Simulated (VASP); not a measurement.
# KCl (Fm-3m) in VASP: relaxation of cell and atoms with r2SCAN

Aim: the relaxation of cell and atoms of KCl with r2SCAN.

Program: VASP 6.6.1. These are calculated values, not measurements. Logs are shortened: lines on timing, memory, paths and dates and some standing lists are left out, and cuts for length are marked.

**1. The cell of the first run**

Symmetry: Fm-3m, No. 225, cubic system. The conventional cell has a = 6.290 Å, b = 6.290 Å, c = 6.290 Å, α = 90.00°, β = 90.00°, γ = 90.00°. Within 4.1 Å of K (site symmetry m-3m) lie 6 Cl at 3.14 Å. Cl (site symmetry m-3m) has 6 K at 3.14 Å within 4.1 Å.

**2. Relaxation of cell and atoms, r2SCAN**

Input file POSCAR:

```
KCl
1.0
    0.0000000000      3.1447610994      3.1447610994
    3.1447610994      0.0000000000      3.1447610994
    3.1447610994      3.1447610994      0.0000000000
K Cl
1 1
Direct
    0.0000000000      0.0000000000      0.0000000000
    0.5000000000      0.5000000000      0.5000000000
```

Input file INCAR.step1:

```
SYSTEM = KCl
  PREC = Accurate
  ENCUT = 600
  ISMEAR = -1
  SIGMA = 0.02
  LREAL = .FALSE.
  LASPH = .TRUE.
  NELM = 60
  GGA = PE
  ALGO = Normal
  EDIFF = 1E-4
  LWAVE = .TRUE.
  LCHARG = .FALSE.
```

Input file INCAR.step2:

```
SYSTEM = KCl
  PREC = Accurate
  ENCUT = 600
  EDIFF = 1E-6
  ISMEAR = -1
  SIGMA = 0.02
  LREAL = .FALSE.
  LASPH = .TRUE.
  NELM = 60
  ALGO = Normal
  ISIF = 3
  LWAVE = .FALSE.
  LCHARG = .FALSE.
  METAGGA = R2SCAN
  LMIXTAU = .TRUE.
  IBRION = 2
  NSW = 80
  EDIFFG = -0.03
  ISTART = 1
```

Input file KPOINTS:

```
Automatic mesh
0
G
  6 6 6
  0 0 0
```

Potentials or basis: VASP PAW PBE potentials, release 64 (K_sv, Cl).

Command:

```
cat potpaw_PBE.64/K_sv/POTCAR potpaw_PBE.64/Cl/POTCAR > POTCAR
cp INCAR.step1 INCAR
mpirun -np 1 vasp_std > vasp.out
cp INCAR.step2 INCAR
mpirun -np 1 vasp_std > vasp.out
```

OUTCAR:

```text
SYSTEM = KCl
   PREC = Accurate
   ENCUT = 600
   EDIFF = 1E-6
   ISMEAR = -1
   LREAL = .FALSE.
   LASPH = .TRUE.
   NELM = 60
   ISIF = 3
   METAGGA = R2SCAN
   IBRION = 2
   NSW = 80
   EDIFFG = -0.03
   ISTART = 1

 ion  position               nearest neighbor table
   1  0.000  0.000  0.000-   2 3.14   2 3.14   2 3.14   2 3.14   2 3.14   2 3.14
   2  0.500  0.500  0.500-   1 3.14   1 3.14   1 3.14   1 3.14   1 3.14   1 3.14

  LATTYP: Found a face centered cubic cell.
 ALAT       =     6.2895221988

  Lattice vectors:

 A1 = (   0.0000000000,   3.1447610994,   3.1447610994)
 A2 = (   3.1447610994,   0.0000000000,   3.1447610994)
 A3 = (   3.1447610994,   3.1447610994,   0.0000000000)

Analysis of symmetry for initial positions (statically):
=====================================================================
 Subroutine PRICEL returns:
 Original cell was already a primitive cell.

 Routine SETGRP: Setting up the symmetry group for a
 face centered cubic supercell.

 Subroutine GETGRP returns: Found 48 space group operations
 (whereof 48 operations were pure point group operations)
 out of a pool of 48 trial point group operations.

The static configuration has the point symmetry O_h .

Analysis of symmetry for dynamics (positions and initial velocities):
=====================================================================
 Subroutine PRICEL returns:
 Original cell was already a primitive cell.

 Routine SETGRP: Setting up the symmetry group for a
 face centered cubic supercell.

 Subroutine GETGRP returns: Found 48 space group operations
 (whereof 48 operations were pure point group operations)
 out of a pool of 48 trial point group operations.

The dynamic configuration has the point symmetry O_h .

 Subroutine INISYM returns: Found 48 space group operations
 (whereof 48 operations are pure point group operations),
 and found     1 'primitive' translations

----------------------------------------------------------------------------------------

                                     Primitive cell

  volume of cell :      62.2004

  direct lattice vectors                    reciprocal lattice vectors
     0.000000000  3.144761099  3.144761099    -0.158994589  0.158994589  0.158994589
     3.144761099  0.000000000  3.144761099     0.158994589 -0.158994589  0.158994589
     3.144761099  3.144761099  0.000000000     0.158994589  0.158994589 -0.158994589

  length of vectors
     4.447363797  4.447363797  4.447363797     0.275386707  0.275386707  0.275386707

  position of ions in fractional coordinates (direct lattice)
     0.000000000  0.000000000  0.000000000
     0.500000000  0.500000000  0.500000000

  ion indices of the primitive-cell ions
   primitive index   ion index
                 1           1
                 2           2

----------------------------------------------------------------------------------------

 KPOINTS: Automatic mesh

Automatic generation of k-mesh.
 Grid dimensions read from file:
 generate k-points for:    6    6    6

 Generating k-lattice:

  Cartesian coordinates                     Fractional coordinates (reciprocal lattice)
    -0.026499098  0.026499098  0.026499098     0.166666667  0.000000000  0.000000000
     0.026499098 -0.026499098  0.026499098     0.000000000  0.166666667  0.000000000
     0.026499098  0.026499098 -0.026499098     0.000000000  0.000000000  0.166666667

  Length of vectors
     0.045897785  0.045897785  0.045897785

  Shift w.r.t. Gamma in fractional coordinates (k-lattice)
     0.000000000  0.000000000  0.000000000

 Subroutine IBZKPT returns following result:
 ===========================================

 Found     16 irreducible k-points:

 Following reciprocal coordinates:
            Coordinates               Weight
  0.000000  0.000000  0.000000      1.000000
  0.166667  0.000000  0.000000      8.000000
  0.333333  0.000000  0.000000      8.000000
  0.500000  0.000000  0.000000      4.000000
  0.166667  0.166667  0.000000      6.000000
  0.333333  0.166667  0.000000     24.000000
[... 8 lines left out ...]
 -0.333333  0.333333  0.166667     24.000000
 -0.333333  0.500000  0.166667     12.000000
   k-points           NKPTS =     16   k-points in BZ     NKDIM =     16   number of bands    NBANDS=     12
   number of dos      NEDOS =    301   number of ions     NIONS =      2
   total plane-waves  NPLWV =  46656
   dimension x,y,z NGX =    36 NGY =   36 NGZ =   36
   dimension x,y,z NGXF=    72 NGYF=   72 NGZF=   72
   ions per type =               1   1
   NGX,Y,Z   is equivalent  to a cutoff of  13.46, 13.46, 13.46 a.u.
   NGXF,Y,Z  is equivalent  to a cutoff of  26.91, 26.91, 26.91 a.u.
 SYSTEM =  KCl
   PREC   = accura    normal or accurate (medium, high low for compatibility)
   ISTART =      1    job   : 0-new  1-cont  2-samecut
   ICHARG =      0    charge: 1-file 2-atom 10-const
   ISPIN  =      1    spin polarized calculation?
   LNONCOLLINEAR =      F non collinear calculations
   LSORBIT =      F    spin-orbit coupling
   LASPH  =      T    aspherical Exc in radial PAW
   ENCUT  =  600.0 eV  44.10 Ry    6.64 a.u.   8.88  8.88  8.88*2*pi/ulx,y,z
   NELM   =     60;   NELMIN=  2; NELMDL=  0     # of ELM steps
   EDIFF  = 0.1E-05   stopping-criterion for ELM
   LREAL  =      F    real-space projection
   EDIFFG = -.3E-01   stopping-criterion for IOM
   NSW    =     80    number of steps for IOM
   IBRION =      2    ionic relax: 0-MD 1-quasi-New 2-CG
   NFREE  =      1    steps in history (QN), initial steepest desc. (CG)
   ISIF   =      3    stress and relaxation
   ISYM   =      2    0-nonsym 1-usesym 2-fastsym
   POTIM  = 0.5000    time-step for ionic-motion
   TEBEG  =    0.0;   TEEND  =   0.0 temperature during run
   PSTRESS=    0.0 pullay stress
   NELECT =      16.0000    total number of electrons
   NUPDOWN=      -1.0000    fix difference up-down
   EMIN   =  10.00;   EMAX   =-10.00  energy-range for DOS
   EFERMI =   0.00;   METHOD = LEGACY
   ISMEAR =    -1;   SIGMA  =   0.02  broadening in eV -4-tet -1-fermi 0-gaus
   EFERMI_NEDOS =   21; number of points for ismear=-14 and -15
   IALGO  =     38    algorithm
   IMIX   =      4    mixing-type and parameters
     AMIX     =   0.40;   BMIX     =  1.00
     AMIX_MAG =   1.60;   BMIX_MAG =  1.00
  volume/ion in A,a.u.               =      31.10       209.87
  Fermi-wavevector in a.u.,A,eV,Ry     =   1.041159  1.967506 14.748887  1.084013
  Thomas-Fermi vector in A             =   2.175767
   LORBIT       =      0    0 simple, 1 ext, 2 COOP (PROOUT), +10 PAW based schemes
   METAGGA = R2SCAN    functional components
   LHFCALC =     F    Hartree Fock is set to
   AEXX    =    0.0000 exact exchange contribution
   IVDW    =     0    specifies the selected vdW correction
   LEPSILON=     F    determine dielectric tensor
   LRPA    =     F    only Hartree local field effects (RPA)
 conjugate gradient relaxation of ions
 non-spin polarized calculation
  energy-cutoff  :      600.00
  volume of cell :       62.20
 maximum number of plane-waves:      2090
   NGX = 17   NGY = 17   NGZ = 17

 number of electron      16.0000001 magnetization

 Free energy of the ion-electron system (eV)
  ---------------------------------------------------
  ext. energy  EPLUGINS =         0.00000000
  ---------------------------------------------------
  free energy    TOTEN  =       -16.50771735 eV

  energy without entropy =      -16.50771735  energy(sigma->0) =      -16.50771735

 E-fermi :  -1.7573     XC(G=0):  -7.9609

 val. band max:       -2.2580850338   @ k =   0.0000   0.0000   0.0000
 cond. band min:       3.5775670453   @ k =   0.0000   0.0000   0.0000
 fundamental gap:      5.8356520791
 Fermi energy:        -1.7572806079

 k-point     1 :       0.0000    0.0000    0.0000
  band No.  band energies     occupation
      1     -30.5222      2.00000
      2     -14.9293      2.00000
      3     -13.2140      2.00000
      4     -13.2140      2.00000
      5     -13.2140      2.00000
      6      -2.2581      2.00000
      7      -2.2581      2.00000
      8      -2.2581      2.00000
      9       3.5776      0.00000
     10       6.7766      0.00000
     11       6.7766      0.00000
     12       6.7766      0.00000

 k-point     2 :       0.1667    0.0000    0.0000
  band No.  band energies     occupation
      1     -30.5196      2.00000
      2     -14.9733      2.00000
      3     -13.2161      2.00000
      4     -13.2161      2.00000
      5     -13.1552      2.00000
      6      -2.5652      2.00000
      7      -2.3427      2.00000
      8      -2.3427      2.00000
      9       4.2129      0.00000
     10       6.5572      0.00000
     11       7.1363      0.00000
     12       7.1363      0.00000

 k-point     3 :       0.3333    0.0000    0.0000
  band No.  band energies     occupation
      1     -30.5144      2.00000
      2     -15.0540      2.00000
      3     -13.2202      2.00000
      4     -13.2202      2.00000
      5     -13.0443      2.00000
      6      -3.0810      2.00000
      7      -2.5036      2.00000
      8      -2.5036      2.00000
      9       5.4109      0.00000
     10       6.6138      0.00000
     11       8.1175      0.00000
     12       8.1175      0.00000
[... 166 lines left out ...]
 k-point    15 :      -0.3333    0.3333    0.1667
  band No.  band energies     occupation
      1     -30.5094      2.00000
      2     -14.9622      2.00000
      3     -13.2892      2.00000
      4     -13.2716      2.00000
      5     -13.1104      2.00000
      6      -2.9693      2.00000
      7      -2.7009      2.00000
      8      -2.6125      2.00000
      9       6.2546      0.00000
     10       6.5080      0.00000
     11       8.4147      0.00000
     12       8.6089      0.00000

 k-point    16 :      -0.3333    0.5000    0.1667
  band No.  band energies     occupation
      1     -30.5087      2.00000
      2     -14.8930      2.00000
      3     -13.3324      2.00000
      4     -13.2900      2.00000
      5     -13.1658      2.00000
      6      -2.8393      2.00000
      7      -2.6777      2.00000
      8      -2.6213      2.00000
      9       5.5225      0.00000
     10       7.2605      0.00000
     11       7.7188      0.00000
     12       8.8238      0.00000

------------------------ aborting loop because EDIFF is reached ----------------------------------------

  FORCE on cell =-STRESS in cart. coord.  units (eV):
  Direction    XX          YY          ZZ          XY          YZ          ZX
  --------------------------------------------------------------------------------------
  -------------------------------------------------------------------------------------
  Total        0.0192791      0.0192791      0.0192791      0.0000000      0.0000000      0.0000000
  in kB        0.4965978      0.4965978      0.4965978      0.0000000      0.0000000      0.0000000
  external PRESSURE =       0.4965978 kB  Pullay stress =       0.0000000 kB

 VOLUME and BASIS-vectors are now :
 -----------------------------------------------------------------------------
  energy-cutoff  :      600.00
  volume of cell :       62.20
      direct lattice vectors                 reciprocal lattice vectors
     0.000000000  3.144761099  3.144761099    -0.158994589  0.158994589  0.158994589
     3.144761099  0.000000000  3.144761099     0.158994589 -0.158994589  0.158994589
     3.144761099  3.144761099  0.000000000     0.158994589  0.158994589 -0.158994589

 POSITION                                       TOTAL-FORCE (eV/Angst)
 -----------------------------------------------------------------------------------
      0.00000      0.00000      0.00000         0.000000      0.000000      0.000000
      3.14476      3.14476      3.14476         0.000000     -0.000000     -0.000000
 -----------------------------------------------------------------------------------
    total drift:                                0.000000      0.000000      0.000000

  FREE ENERGIE OF THE ION-ELECTRON SYSTEM (eV)
  ---------------------------------------------------
  free  energy   TOTEN  =       -16.5077173522 eV

  energy  without entropy=      -16.5077173522  energy(sigma->0) =      -16.50771735

 reached required accuracy - stopping structural energy minimisation
```

Run time: 98 s. Hardware: 1 thread of AMD EPYC 7R43 (Zen 3), shared host; peak memory 0.18 GiB.

What came out:

```yaml
Free_energy: -16.5077 eV
Pressure_after_relaxing: 0.0 GPa
Band_gap_on_the_k_mesh: 5.84 eV
```

Final structure:
```yaml
crystal:
  lattice:
    - [0.00000, 3.14476, 3.14476]
    - [3.14476, 0.00000, 3.14476]
    - [3.14476, 3.14476, 0.00000]
  atoms:
    - { symbol: K, position: [0.00000, 0.00000, 0.00000] }
    - { symbol: Cl, position: [0.50000, 0.50000, 0.50000] }
```

Caveat: the relaxation stopped at its first step, so nothing moved; the PAW data sets were made with another functional, which shifts forces and pressure a little.
